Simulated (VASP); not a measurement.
Set up this calculation in VASP 6.6.1, as the native input.

- Task: single point
- Functional: PBE
- Potentials or basis: VASP PAW PBE potentials, release 64 (B, Al, As)
- Cutoff: 520 eV
- k mesh: 12 × 12 × 4
- Occupations: fermi-dirac, width 0.02 eV
- Spin: no spin polarisation
- Dipole correction: no
- Further INCAR settings: ALGO = Normal; EDIFF = 1e-06; NBANDS = 21

The structure of Al2BAs3 lies in POSCAR:

```
Al2BAs3
1.0
    3.8127790622      0.0000000000      0.0000000000
   -1.9063895311      3.3019635268      0.0000000000
    0.0000000000      0.0000000000      9.4844603408
B Al As
1 2 3
Direct
    0.0000000000      0.0000000000      0.0065134174
    0.6666666667      0.3333333333      0.6777067455
    0.3333333333      0.6666666667      0.3230378119
    0.6666666667      0.3333333333      0.9373982925
    0.3333333333      0.6666666667      0.5799620286
    0.0000000000      0.0000000000      0.2253817040
```

These files were run (other wordings do the same):

INCAR

```
SYSTEM = Al2BAs3
  ALGO = Normal
  EDIFF = 1E-6
  ENCUT = 520
  GGA = PE
  ISIF = 2
  ISMEAR = -1
  LASPH = .TRUE.
  LCHARG = .FALSE.
  LREAL = .FALSE.
  LWAVE = .FALSE.
  NBANDS = 21
  NELM = 80
  PREC = Accurate
  SIGMA = 0.02
```

KPOINTS

```
k-points
0
G
  12 12 4
  0 0 0
```

Potentials or basis: VASP PAW PBE potentials, release 64 (B, Al, As).

The run is started by

```sh
$ cat potpaw_PBE.64/B/POTCAR potpaw_PBE.64/Al/POTCAR potpaw_PBE.64/As/POTCAR > POTCAR
$ mpirun -np 1 vasp_std > vasp.out
```

Results of the run:

```
Pressure               : 2.1 GPa
Largest force          : 0.127 eV/Å
Band gap on the k mesh : 0.45 eV
```

Caveat: semilocal functionals underestimate gaps, and a narrow one can read as zero.

Wall time 72 s on 1 thread of AMD EPYC 9R45 96-Core Processor (Zen 5), on a shared host, peak memory 0.29 GiB.
